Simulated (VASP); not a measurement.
# ZnSe (F-43m) in VASP: single point with PBE

Aim: the single point of ZnSe with PBE.

Program: VASP 6.6.1. These are calculated values, not measurements. Logs are shortened: lines on timing, memory, paths and dates and some standing lists are left out, and cuts for length are marked.

### Step 1. The cell of the first run

It takes space group F-43m (No. 216, cubic). The conventional cell has a = 5.670 Å, b = 5.670 Å, c = 5.670 Å, α = 90.00°, β = 90.00°, γ = 90.00°. Zn (site symmetry -43m) has 4 Se at 2.46 Å within 3.2 Å. Se (site symmetry -43m) has 4 Zn at 2.46 Å within 3.2 Å.

### Step 2. Single point, PBE

The input, INCAR:

```
SYSTEM = ZnSe
PREC = Accurate
ENCUT = 520
EDIFF = 1E-6
ISMEAR = 0
SIGMA = 0.01
LREAL = .False.
LASPH = .True.
NELM = 100
ALGO = Normal
ISIF = 2
LWAVE = .False.
LCHARG = .True.
GGA = PE
LELF = .True.
LVHAR = .True.
NBANDS = 16
```

The input, KPOINTS:

```
Automatic mesh
0
Gamma
  2 2 2
  0 0 0
```

The input, POSCAR:

```
ZnSe
1.0
    0.0000000000      2.8350000000      2.8350000000
    2.8350000000      0.0000000000      2.8350000000
    2.8350000000      2.8350000000      0.0000000000
Zn Se
1 1
Direct
    0.0000000000      0.0000000000      0.0000000000
    0.2500000000      0.2500000000      0.2500000000
```

Potentials or basis: VASP PAW PBE potentials, release 64 (Zn, Se).

Command:

```bash
$ cat potpaw_PBE.64/Zn/POTCAR potpaw_PBE.64/Se/POTCAR > POTCAR
$ mpirun -np 1 vasp_std > vasp.out
```

OUTCAR:

```text
SYSTEM = ZnSe
   PREC = Accurate
   ENCUT = 520
   EDIFF = 1E-6
   ISMEAR = 0
   LREAL = .False.
   LASPH = .True.
   NELM = 100
   ISIF = 2
   GGA = PE

 ion  position               nearest neighbor table
   1  0.000  0.000  0.000-   2 2.46   2 2.46   2 2.46   2 2.46
   2  0.250  0.250  0.250-   1 2.46   1 2.46   1 2.46   1 2.46

  LATTYP: Found a face centered cubic cell.
 ALAT       =     5.6700000000

  Lattice vectors:

 A1 = (   0.0000000000,   2.8350000000,   2.8350000000)
 A2 = (   2.8350000000,   0.0000000000,   2.8350000000)
 A3 = (   2.8350000000,   2.8350000000,   0.0000000000)

Analysis of symmetry for initial positions (statically):
=====================================================================
 Subroutine PRICEL returns:
 Original cell was already a primitive cell.

 Routine SETGRP: Setting up the symmetry group for a
 face centered cubic supercell.

 Subroutine GETGRP returns: Found 24 space group operations
 (whereof 24 operations were pure point group operations)
 out of a pool of 48 trial point group operations.

The static configuration has the point symmetry T_d .

Analysis of symmetry for dynamics (positions and initial velocities):
=====================================================================
 Subroutine PRICEL returns:
 Original cell was already a primitive cell.

 Routine SETGRP: Setting up the symmetry group for a
 face centered cubic supercell.

 Subroutine GETGRP returns: Found 24 space group operations
 (whereof 24 operations were pure point group operations)
 out of a pool of 48 trial point group operations.

The dynamic configuration has the point symmetry T_d .

 Subroutine INISYM returns: Found 24 space group operations
 (whereof 24 operations are pure point group operations),
 and found     1 'primitive' translations

----------------------------------------------------------------------------------------

                                     Primitive cell

  volume of cell :      45.5711

  direct lattice vectors                    reciprocal lattice vectors
     0.000000000  2.835000000  2.835000000    -0.176366843  0.176366843  0.176366843
     2.835000000  0.000000000  2.835000000     0.176366843 -0.176366843  0.176366843
     2.835000000  2.835000000  0.000000000     0.176366843  0.176366843 -0.176366843

  length of vectors
     4.009295449  4.009295449  4.009295449     0.305476333  0.305476333  0.305476333

  position of ions in fractional coordinates (direct lattice)
     0.000000000  0.000000000  0.000000000
     0.250000000  0.250000000  0.250000000

  ion indices of the primitive-cell ions
   primitive index   ion index
                 1           1
                 2           2

----------------------------------------------------------------------------------------

 KPOINTS: Automatic mesh

Automatic generation of k-mesh.
 Grid dimensions read from file:
 generate k-points for:    2    2    2

 Generating k-lattice:

  Cartesian coordinates                     Fractional coordinates (reciprocal lattice)
    -0.088183422  0.088183422  0.088183422     0.500000000  0.000000000  0.000000000
     0.088183422 -0.088183422  0.088183422     0.000000000  0.500000000  0.000000000
     0.088183422  0.088183422 -0.088183422     0.000000000  0.000000000  0.500000000

  Length of vectors
     0.152738166  0.152738166  0.152738166

  Shift w.r.t. Gamma in fractional coordinates (k-lattice)
     0.000000000  0.000000000  0.000000000

 Subroutine IBZKPT returns following result:
 ===========================================

 Found      3 irreducible k-points:

 Following reciprocal coordinates:
            Coordinates               Weight
  0.000000  0.000000  0.000000      1.000000
  0.500000  0.000000  0.000000      4.000000
  0.500000  0.500000  0.000000      3.000000
   k-points           NKPTS =      3   k-points in BZ     NKDIM =      3   number of bands    NBANDS=     16
   number of dos      NEDOS =    301   number of ions     NIONS =      2
   total plane-waves  NPLWV =  27000
   dimension x,y,z NGX =    30 NGY =   30 NGZ =   30
   dimension x,y,z NGXF=    60 NGYF=   60 NGZF=   60
   ions per type =               1   1
   NGX,Y,Z   is equivalent  to a cutoff of  12.44, 12.44, 12.44 a.u.
   NGXF,Y,Z  is equivalent  to a cutoff of  24.88, 24.88, 24.88 a.u.
 SYSTEM =  ZnSe
   PREC   = accura    normal or accurate (medium, high low for compatibility)
   ISTART =      0    job   : 0-new  1-cont  2-samecut
   ICHARG =      2    charge: 1-file 2-atom 10-const
   ISPIN  =      1    spin polarized calculation?
   LNONCOLLINEAR =      F non collinear calculations
   LSORBIT =      F    spin-orbit coupling
   LASPH  =      T    aspherical Exc in radial PAW
   ENCUT  =  520.0 eV  38.22 Ry    6.18 a.u.   7.45  7.45  7.45*2*pi/ulx,y,z
   NELM   =    100;   NELMIN=  2; NELMDL= -5     # of ELM steps
   EDIFF  = 0.1E-05   stopping-criterion for ELM
   LREAL  =      F    real-space projection
   EDIFFG = 0.1E-04   stopping-criterion for IOM
   NSW    =      0    number of steps for IOM
   IBRION =     -1    ionic relax: 0-MD 1-quasi-New 2-CG
   NFREE  =      0    steps in history (QN), initial steepest desc. (CG)
   ISIF   =      2    stress and relaxation
   ISYM   =      2    0-nonsym 1-usesym 2-fastsym
   POTIM  = 0.5000    time-step for ionic-motion
   TEBEG  =    0.0;   TEEND  =   0.0 temperature during run
   PSTRESS=    0.0 pullay stress
   NELECT =      18.0000    total number of electrons
   NUPDOWN=      -1.0000    fix difference up-down
   EMIN   =  10.00;   EMAX   =-10.00  energy-range for DOS
   EFERMI =   0.00;   METHOD = LEGACY
   ISMEAR =     0;   SIGMA  =   0.01  broadening in eV -4-tet -1-fermi 0-gaus
   EFERMI_NEDOS =   21; number of points for ismear=-14 and -15
   IALGO  =     38    algorithm
   IMIX   =      4    mixing-type and parameters
     AMIX     =   0.40;   BMIX     =  1.00
     AMIX_MAG =   1.60;   BMIX_MAG =  1.00
  volume/ion in A,a.u.               =      22.79       153.76
  Fermi-wavevector in a.u.,A,eV,Ry     =   1.201165  2.269872 19.630444  1.442797
  Thomas-Fermi vector in A             =   2.336981
   LORBIT       =      0    0 simple, 1 ext, 2 COOP (PROOUT), +10 PAW based schemes
   GGA     = PE    functional components
   LHFCALC =     F    Hartree Fock is set to
   AEXX    =    0.0000 exact exchange contribution
   IVDW    =     0    specifies the selected vdW correction
   LEPSILON=     F    determine dielectric tensor
   LRPA    =     F    only Hartree local field effects (RPA)
 non-spin polarized calculation
 Gauss-broadening in eV      SIGMA  =   0.01
  energy-cutoff  :      520.00
  volume of cell :       45.57
 maximum number of plane-waves:      1243
 NGX is ok and might be reduce to    30
   NGX = 15   NGY = 15   NGZ = 15

 number of electron      18.0000012 magnetization

 Free energy of the ion-electron system (eV)
  ---------------------------------------------------
  ext. energy  EPLUGINS =         0.00000000
  ---------------------------------------------------
  free energy    TOTEN  =        -4.55039083 eV

  energy without entropy =       -4.55039083  energy(sigma->0) =       -4.55039083

 E-fermi :   2.0195     XC(G=0):  -9.1491

 val. band max:        1.9355816554   @ k =   0.0000   0.0000   0.0000
 cond. band min:       3.0914920120   @ k =   0.0000   0.0000   0.0000
 fundamental gap:      1.1559103566
 Fermi energy:         2.0194795371

 k-point     1 :       0.0000    0.0000    0.0000
  band No.  band energies     occupation
      1     -11.2601      2.00000
      2      -4.9812      2.00000
      3      -4.9812      2.00000
      4      -4.9812      2.00000
      5      -4.6494      2.00000
      6      -4.6494      2.00000
      7       1.9356      2.00000
      8       1.9356      2.00000
      9       1.9356      2.00000
     10       3.0915      0.00000
     11       7.4923      0.00000
     12       7.4923      0.00000
     13       7.4923      0.00000
     14      11.7280      0.00000
     15      13.2061      0.00000
     16      13.2061      0.00000

 k-point     2 :       0.5000    0.0000    0.0000
  band No.  band energies     occupation
      1     -10.4338      2.00000
      2      -4.9002      2.00000
      3      -4.9002      2.00000
      4      -4.6301      2.00000
      5      -4.6301      2.00000
      6      -4.4751      2.00000
      7      -3.4206      2.00000
      8       1.0394      2.00000
      9       1.0394      2.00000
     10       4.2985      0.00000
     11       8.0906      0.00000
     12       8.0906      0.00000
     13      10.4457      0.00000
     14      12.8612      0.00000
     15      14.8767      0.00000
     16      14.8767      0.00000

 k-point     3 :       0.5000    0.5000    0.0000
  band No.  band energies     occupation
      1     -10.1515      2.00000
      2      -4.9355      2.00000
      3      -4.7445      2.00000
      4      -4.7445      2.00000
      5      -4.6026      2.00000
      6      -4.4478      2.00000
      7      -3.0090      2.00000
      8      -0.3083      2.00000
      9      -0.3083      2.00000
     10       4.7252      0.00000
     11       5.2193      0.00000
     12      12.7079      0.00000
     13      13.0201      0.00000
     14      13.0201      0.00000
     15      15.7213      0.00000
     16      16.2576      0.00000

------------------------ aborting loop because EDIFF is reached ----------------------------------------

  FORCE on cell =-STRESS in cart. coord.  units (eV):
  Direction    XX          YY          ZZ          XY          YZ          ZX
  --------------------------------------------------------------------------------------
  -------------------------------------------------------------------------------------
  Total        2.3040609      2.3040609      2.3040609     -0.0000000     -0.0000000      0.0000000
  in kB       81.0056569     81.0056569     81.0056569     -0.0000000     -0.0000000      0.0000000
  external PRESSURE =      81.0056569 kB  Pullay stress =       0.0000000 kB

 VOLUME and BASIS-vectors are now :
 -----------------------------------------------------------------------------
  energy-cutoff  :      520.00
  volume of cell :       45.57
      direct lattice vectors                 reciprocal lattice vectors
     0.000000000  2.835000000  2.835000000    -0.176366843  0.176366843  0.176366843
     2.835000000  0.000000000  2.835000000     0.176366843 -0.176366843  0.176366843
     2.835000000  2.835000000  0.000000000     0.176366843  0.176366843 -0.176366843

 POSITION                                       TOTAL-FORCE (eV/Angst)
 -----------------------------------------------------------------------------------
      0.00000      0.00000      0.00000        -0.000000      0.000000      0.000000
      1.41750      1.41750      1.41750         0.000000     -0.000000     -0.000000
 -----------------------------------------------------------------------------------
    total drift:                               -0.000001     -0.000001     -0.000001

  FREE ENERGIE OF THE ION-ELECTRON SYSTEM (eV)
  ---------------------------------------------------
  free  energy   TOTEN  =        -4.5503908264 eV

  energy  without entropy=       -4.5503908264  energy(sigma->0) =       -4.55039083
```

Run time: 6.2 s. Hardware: 1 thread of Intel Xeon Platinum 8488C (Sapphire Rapids), shared host; peak memory 0.16 GiB.

What came out:

| Quantity | Value |
| --- | --- |
| Free energy | -4.5504 eV |
| Pressure | 8.1 GPa |
| Band gap on the k mesh | 1.16 eV, direct |

Caveat: the k points lie up to 0.96 Å⁻¹ apart.
